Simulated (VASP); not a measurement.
# Pd (Im-3m) in VASP: a series of runs, part 2 of 2

VASP 6.6.1.

**3. Single point, PBE0**

This run uses another cell than the first one, of 14.89 Å³/atom.

POSCAR reads:

```
Pd
1.0
   -1.5498360620      1.5498360620      1.5498360620
    1.5498360620     -1.5498360620      1.5498360620
    1.5498360620      1.5498360620     -1.5498360620
Pd
1
Direct
    0.0000000000      0.0000000000      0.0000000000
```

INCAR.step1 reads:

```
SYSTEM = Pd
  ALGO = Normal
  EDIFF = 1E-5
  ENCUT = 520
  GGA = PE
  ISIF = 2
  ISMEAR = -1
  LASPH = .True.
  LCHARG = .False.
  LREAL = .False.
  LWAVE = .True.
  NBANDS = 11
  NELM = 80
  PREC = Accurate
  SIGMA = 0.05
```

INCAR.step2 reads:

```
SYSTEM = Pd
  AEXX = 0.25
  ALGO = Normal
  EDIFF = 1E-7
  ENCUT = 520
  GGA = PE
  ISIF = 2
  ISMEAR = -1
  ISTART = 1
  LASPH = .True.
  LCHARG = .False.
  LHFCALC = .True.
  LREAL = .False.
  LWAVE = .False.
  NBANDS = 11
  NELM = 80
  PREC = Accurate
  PRECFOCK = Normal
  SIGMA = 0.05
```

KPOINTS reads:

```
k-points
0
Gamma
  6 6 6
  0 0 0
```

Potentials or basis: VASP PAW PBE potentials, release 64 (Pd).

Started as:

```bash
$ cat potpaw_PBE.64/Pd/POTCAR > POTCAR
$ cp INCAR.step1 INCAR
$ mpirun -np 1 vasp_std > vasp.out
$ cp INCAR.step2 INCAR
$ mpirun -np 1 vasp_std > vasp.out
```

OUTCAR:

```text
SYSTEM = Pd
   AEXX = 0.25
   EDIFF = 1E-7
   ENCUT = 520
   GGA = PE
   ISIF = 2
   ISMEAR = -1
   ISTART = 1
   LASPH = .True.
   LHFCALC = .True.
   LREAL = .False.
   NELM = 80
   PREC = Accurate
   PRECFOCK = Normal

 ion  position               nearest neighbor table
   1  0.000  0.000  0.000-

  LATTYP: Found a body centered cubic cell.
 ALAT       =     3.0996721240

  Lattice vectors:

 A1 = (  -1.5498360620,   1.5498360620,   1.5498360620)
 A2 = (   1.5498360620,  -1.5498360620,   1.5498360620)
 A3 = (   1.5498360620,   1.5498360620,  -1.5498360620)

Analysis of symmetry for initial positions (statically):
=====================================================================
 Subroutine PRICEL returns:
 Original cell was already a primitive cell.

 Routine SETGRP: Setting up the symmetry group for a
 body centered cubic supercell.

 Subroutine GETGRP returns: Found 48 space group operations
 (whereof 48 operations were pure point group operations)
 out of a pool of 48 trial point group operations.

The static configuration has the point symmetry O_h .

Analysis of symmetry for dynamics (positions and initial velocities):
=====================================================================
 Subroutine PRICEL returns:
 Original cell was already a primitive cell.

 Routine SETGRP: Setting up the symmetry group for a
 body centered cubic supercell.

 Subroutine GETGRP returns: Found 48 space group operations
 (whereof 48 operations were pure point group operations)
 out of a pool of 48 trial point group operations.

The dynamic configuration has the point symmetry O_h .

 Subroutine INISYM returns: Found 48 space group operations
 (whereof 48 operations are pure point group operations),
 and found     1 'primitive' translations

----------------------------------------------------------------------------------------

                                     Primitive cell

  volume of cell :      14.8908

  direct lattice vectors                    reciprocal lattice vectors
    -1.549836062  1.549836062  1.549836062     0.000000000  0.322614767  0.322614767
     1.549836062 -1.549836062  1.549836062     0.322614767  0.000000000  0.322614767
     1.549836062  1.549836062 -1.549836062     0.322614767  0.322614767  0.000000000

  length of vectors
     2.684394803  2.684394803  2.684394803     0.456246179  0.456246179  0.456246179

  position of ions in fractional coordinates (direct lattice)
     0.000000000  0.000000000  0.000000000

  ion indices of the primitive-cell ions
   primitive index   ion index
                 1           1

----------------------------------------------------------------------------------------

 KPOINTS: k-points

Automatic generation of k-mesh.
 Grid dimensions read from file:
 generate k-points for:    6    6    6

 Generating k-lattice:

[... 23 lines left out ...]
  0.333333  0.166667 -0.000000     48.000000
[... 8 lines left out ...]
  0.500000  0.500000  0.333333     12.000000
  0.500000  0.500000  0.500000      1.000000
   k-points           NKPTS =     16   k-points in BZ     NKDIM =    216   number of bands    NBANDS=     11
   number of dos      NEDOS =    301   number of ions     NIONS =      1
   total plane-waves  NPLWV =   8000
   dimension x,y,z NGX =    20 NGY =   20 NGZ =   20
   dimension x,y,z NGXF=    40 NGYF=   40 NGZF=   40
   ions per type =               1
   NGX,Y,Z   is equivalent  to a cutoff of  12.39, 12.39, 12.39 a.u.
   NGXF,Y,Z  is equivalent  to a cutoff of  24.77, 24.77, 24.77 a.u.
 SYSTEM =  Pd
   PREC   = accura    normal or accurate (medium, high low for compatibility)
   ISTART =      1    job   : 0-new  1-cont  2-samecut
   ICHARG =      0    charge: 1-file 2-atom 10-const
   ISPIN  =      1    spin polarized calculation?
   LNONCOLLINEAR =      F non collinear calculations
   LSORBIT =      F    spin-orbit coupling
   LASPH  =      T    aspherical Exc in radial PAW
   ENCUT  =  520.0 eV  38.22 Ry    6.18 a.u.   4.99  4.99  4.99*2*pi/ulx,y,z
   NELM   =     80;   NELMIN=  2; NELMDL=  0     # of ELM steps
   EDIFF  = 0.1E-06   stopping-criterion for ELM
   LREAL  =      F    real-space projection
   EDIFFG = 0.1E-05   stopping-criterion for IOM
   NSW    =      0    number of steps for IOM
   IBRION =     -1    ionic relax: 0-MD 1-quasi-New 2-CG
   NFREE  =      0    steps in history (QN), initial steepest desc. (CG)
   ISIF   =      2    stress and relaxation
   ISYM   =      3    0-nonsym 1-usesym 2-fastsym
   POTIM  = 0.5000    time-step for ionic-motion
   TEBEG  =    0.0;   TEEND  =   0.0 temperature during run
   PSTRESS=    0.0 pullay stress
   NELECT =      10.0000    total number of electrons
   NUPDOWN=      -1.0000    fix difference up-down
   EMIN   =  10.00;   EMAX   =-10.00  energy-range for DOS
   EFERMI =   0.00;   METHOD = LEGACY
   ISMEAR =    -1;   SIGMA  =   0.05  broadening in eV -4-tet -1-fermi 0-gaus
   EFERMI_NEDOS =   21; number of points for ismear=-14 and -15
   IALGO  =     38    algorithm
   IMIX   =      1    mixing-type and parameters
     AMIX     =   0.40;   BMIX     =  1.00
     AMIX_MAG =   1.60;   BMIX_MAG =  1.00
  volume/ion in A,a.u.               =      14.89       100.49
  Fermi-wavevector in a.u.,A,eV,Ry     =   1.433626  2.709159 27.963813  2.055282
  Thomas-Fermi vector in A             =   2.553123
   LORBIT       =      0    0 simple, 1 ext, 2 COOP (PROOUT), +10 PAW based schemes
   GGA     = PE    functional components
   LHFCALC =     T    Hartree Fock is set to
   PRECFOCK=normal    Normal, Fast or Accurate (Low or Medium for compatibility)
   ENCUT4O =  -1.0   cutoff for four orbital integrals eV
   NKREDX  =     1    reduce k-point grid by
   NKREDY  =     1    reduce k-point grid by
   NKREDZ  =     1    reduce k-point grid by
   AEXX    =    0.2500 exact exchange contribution
   HFSCREEN=    0.0000 screening length (either q_TF or 0.3 A-1)
   HFSCREENC=   0.0000 screening length for correlation (either q_TF or 0.3 A-1)
   ENCUTFOCK=  -1.0 apply spherical cutoff to Coloumb kernel
   IVDW    =     0    specifies the selected vdW correction
   LEPSILON=     F    determine dielectric tensor
   LRPA    =     F    only Hartree local field effects (RPA)
 non-spin polarized calculation
  energy-cutoff  :      520.00
  volume of cell :       14.89
 maximum number of plane-waves:       418
  NGX = 16; NGY = 16; NGZ = 16

 number of electron      10.0000002 magnetization

 Free energy of the ion-electron system (eV)
  ---------------------------------------------------
  ext. energy  EPLUGINS =         0.00000000
  ---------------------------------------------------
  free energy    TOTEN  =        -6.54491246 eV

  energy without entropy =       -6.54172514  energy(sigma->0) =       -6.54331880

 E-fermi :   8.8496     XC(G=0): -10.2640

 val. band max:        8.1688341671   @ k =   0.1667   0.1667   0.0000
 cond. band min:       8.9695327582   @ k =  -0.3333   0.5000   0.1667
 fundamental gap:      0.8006985911
 Fermi energy:         8.8496386932

 k-point     1 :       0.0000    0.0000    0.0000
  band No.  band energies     occupation
      1       1.0789      2.00000
      2       5.0317      2.00000
      3       5.0317      2.00000
      4       5.0317      2.00000
      5       6.9275      2.00000
      6       6.9275      2.00000
      7      30.3023      0.00000
      8      30.3023      0.00000
      9      30.3023      0.00000
     10      38.9695      0.00000
     11      38.9696      0.00000
[... 197 lines left out ...]
 k-point    16 :       0.5000    0.5000    0.5000
  band No.  band energies     occupation
      1       2.4486      2.00000
      2       2.4486      2.00000
      3       9.5381      0.00000
      4       9.5381      0.00000
      5       9.5381      0.00000
      6      19.8780      0.00000
      7      19.8780      0.00000
      8      19.8780      0.00000
      9      28.5547      0.00000
     10      28.5547      0.00000
     11      29.0140      0.00000

------------------------ aborting loop because EDIFF is reached ----------------------------------------

  FORCE on cell =-STRESS in cart. coord.  units (eV):
  Direction    XX          YY          ZZ          XY          YZ          ZX
  --------------------------------------------------------------------------------------
  -------------------------------------------------------------------------------------
  Total        0.0121375      0.0121375      0.0121375      0.0000000     -0.0000000      0.0000000
  in kB        1.3059419      1.3059419      1.3059419      0.0000000     -0.0000000      0.0000000
  external PRESSURE =       1.3059419 kB  Pullay stress =       0.0000000 kB

 VOLUME and BASIS-vectors are now :
 -----------------------------------------------------------------------------
  energy-cutoff  :      520.00
  volume of cell :       14.89
      direct lattice vectors                 reciprocal lattice vectors
    -1.549836062  1.549836062  1.549836062     0.000000000  0.322614767  0.322614767
     1.549836062 -1.549836062  1.549836062     0.322614767  0.000000000  0.322614767
     1.549836062  1.549836062 -1.549836062     0.322614767  0.322614767  0.000000000

 POSITION                                       TOTAL-FORCE (eV/Angst)
 -----------------------------------------------------------------------------------
      0.00000      0.00000      0.00000        -0.000000      0.000000     -0.000000
 -----------------------------------------------------------------------------------
    total drift:                               -0.000000      0.000000      0.000000

  FREE ENERGIE OF THE ION-ELECTRON SYSTEM (eV)
  ---------------------------------------------------
  free  energy   TOTEN  =        -6.5449124608 eV

  energy  without entropy=       -6.5417251367  energy(sigma->0) =       -6.54331880
```

It took 3.6 min on 1 thread of Intel Xeon 6975P-C (Granite Rapids), shared host; peak memory 0.13 GiB.

Results:

* Free energy: -6.5449 eV
* Pressure: 0.1 GPa
* Band gap on the k mesh: zero (bands 5 and 6 overlap by 2.99 eV)

Caveat: the k points lie up to 0.48 Å⁻¹ apart, too coarse for converged energies and pressures of a metal; the PAW data sets were made with another functional, which shifts forces and pressure a little.

**4. Single point, HSE06**

This run uses another cell than the first one, of 14.90 Å³/atom.

POSCAR reads:

```
Pd
1.0
   -1.5501784163      1.5501784163      1.5501784163
    1.5501784163     -1.5501784163      1.5501784163
    1.5501784163      1.5501784163     -1.5501784163
Pd
1
Direct
    0.0000000000      0.0000000000      0.0000000000
```

INCAR.step1 reads:

```
SYSTEM = Pd
  PREC = Accurate
  ENCUT = 520
  EDIFF = 1E-5
  ISMEAR = -1
  SIGMA = 0.05
  LREAL = .FALSE.
  LASPH = .TRUE.
  NELM = 60
  ALGO = Normal
  ISIF = 2
  LWAVE = .TRUE.
  GGA = PE
  NBANDS = 11
```

INCAR.step2 reads:

```
SYSTEM = Pd
  PREC = Accurate
  ENCUT = 520
  EDIFF = 1E-6
  ISMEAR = -1
  SIGMA = 0.05
  LREAL = .FALSE.
  LASPH = .TRUE.
  NELM = 60
  ALGO = Normal
  ISIF = 2
  LWAVE = .FALSE.
  LCHARG = .TRUE.
  GGA = PE
  LHFCALC = .TRUE.
  HFSCREEN = 0.2079
  PRECFOCK = Normal
  LELF = .TRUE.
  LVHAR = .TRUE.
  ISTART = 1
  NBANDS = 11
```

KPOINTS reads:

```
regular mesh
0
G
  6 6 6
  0 0 0
```

Started as:

```bash
$ cat potpaw_PBE.64/Pd/POTCAR > POTCAR
$ cp INCAR.step1 INCAR
$ mpirun -np 1 vasp_std > vasp.out
$ cp INCAR.step2 INCAR
$ mpirun -np 1 vasp_std > vasp.out
```

It took 2.9 min on 1 thread of Intel Xeon 6975P-C (Granite Rapids), shared host; peak memory 0.23 GiB.

Results (log left out):

| Property | Result |
| --- | --- |
| Free energy | -5.9799 eV |
| Pressure | 0.3 GPa |
| Band gap on the k mesh | zero (bands 5 and 6 overlap by 2.29 eV) |

Levels at points of the mesh, in eV from the Fermi level:
| k point | band 1 | band 2 | band 3 | band 4 | band 5 | band 6 | band 7 | band 8 | band 9 | band 10 |
| --- | --- | --- | --- | --- | --- | --- | --- | --- | --- | --- |
| (0.00, 0.00, 0.00) | -7.13 | -3.20 | -3.20 | -3.20 | -1.31 | -1.31 | 21.26 | 21.26 | 21.26 | 29.92 |
| (0.50, 0.00, 0.00) | -5.65 | -4.48 | -1.27 | -0.97 | 0.98 | 2.35 | 9.55 | 16.90 | 19.84 | 26.47 |
| (0.50, 0.50, 0.50) | -5.78 | -5.78 | 0.58 | 0.58 | 0.58 | 10.83 | 10.83 | 10.83 | 19.50 | 19.50 |

Caveat: the k points lie up to 0.48 Å⁻¹ apart, too coarse for converged energies and pressures of a metal; the PAW data sets were made with another functional, which shifts forces and pressure a little.

**5. Single point, PBE-based screened hybrid with 25 % exact exchange**

This run uses another cell than the first one, of 14.95 Å³/atom.

POSCAR reads:

```
Pd
1.0
   -1.5519312970      1.5519312970      1.5519312970
    1.5519312970     -1.5519312970      1.5519312970
    1.5519312970      1.5519312970     -1.5519312970
Pd
1
Direct
    0.0000000000      0.0000000000      0.0000000000
```

INCAR.step1 reads:

```
SYSTEM = Pd
ALGO = Normal ; EDIFF = 1E-5
ENCUT = 520 ; GGA = PE
ISIF = 2 ; ISMEAR = -1
LASPH = .True. ; LCHARG = .False.
LREAL = .False. ; LWAVE = .True.
NBANDS = 11 ; NELM = 100
PREC = Accurate ; SIGMA = 0.05
```

INCAR.step2 reads:

```
SYSTEM = Pd
AEXX = 0.25 ; ALGO = Normal
EDIFF = 1E-6 ; ENCUT = 520
GGA = PE ; HFSCREEN = 0.3
ISIF = 2 ; ISMEAR = -1
ISTART = 1 ; LASPH = .True.
LCHARG = .False. ; LHFCALC = .True.
LREAL = .False. ; LWAVE = .False.
NBANDS = 11 ; NELM = 100
PREC = Accurate ; PRECFOCK = Normal
SIGMA = 0.05
```

KPOINTS reads:

```
k-points
0
Gamma
  6 6 6
  0 0 0
```

Started as:

```bash
$ cat potpaw_PBE.64/Pd/POTCAR > POTCAR
$ cp INCAR.step1 INCAR
$ mpirun -np 1 vasp_std > vasp.out
$ cp INCAR.step2 INCAR
$ mpirun -np 1 vasp_std > vasp.out
```

Run time: 2.8 min. Hardware: 1 thread of Intel Xeon 6975P-C (Granite Rapids), shared host; peak memory 0.23 GiB.

Results (log left out):

| Property | Result |
| --- | --- |
| Free energy | -5.8110 eV |
| Pressure | 0.4 GPa |
| Band gap on the k mesh | zero (bands 5 and 6 overlap by 2.13 eV) |

Levels at points of the mesh, in eV from the Fermi level:
```tsv
k point	band 2	band 3	band 4	band 5	band 6	band 7	band 8	band 9
(0.00, 0.00, 0.00)	-3.07	-3.07	-3.07	-1.20	-1.20	21.06	21.06	21.06
(0.50, 0.00, 0.00)	-4.33	-1.17	-0.88	0.93	2.28	9.33	16.70	19.60
(0.50, 0.50, 0.50)	-5.62	0.54	0.54	0.54	10.63	10.63	10.63	19.25
```

Caveat: the k points lie up to 0.48 Å⁻¹ apart, too coarse for converged energies and pressures of a metal; the PAW data sets were made with another functional, which shifts forces and pressure a little.

**6. The runs side by side**

| level | cell | screening parameter | gap on the mesh (eV) | pressure (GPa) |
| --- | --- | --- | --- | --- |
| PBEsol-based screened hybrid with 25 % exact exchange | a = 2.656 Å, angles 109.5°, 1 atom | 0.207 1/Å | none | 0.4 |
| PBE0 | a = 2.684 Å, angles 109.5°, 1 atom | - | none | 0.1 |
| HSE06 | a = 2.685 Å, angles 109.5°, 1 atom | 0.2079 1/Å | none | 0.3 |
| PBE-based screened hybrid with 25 % exact exchange | a = 2.688 Å, angles 109.5°, 1 atom | 0.3 1/Å | none | 0.4 |

Alike in all rows: task single point; potentials or basis VASP PAW PBE potentials, release 64 (Pd); no spin polarisation; k mesh 6 × 6 × 6; cutoff (eV) 520; smearing fermi-dirac 0.05 eV.

Caveats: all runs use coarse meshes; the PAW data sets were made with another functional, which shifts forces and pressure a little.

Absolute energies hang on the potentials; compare differences alone.
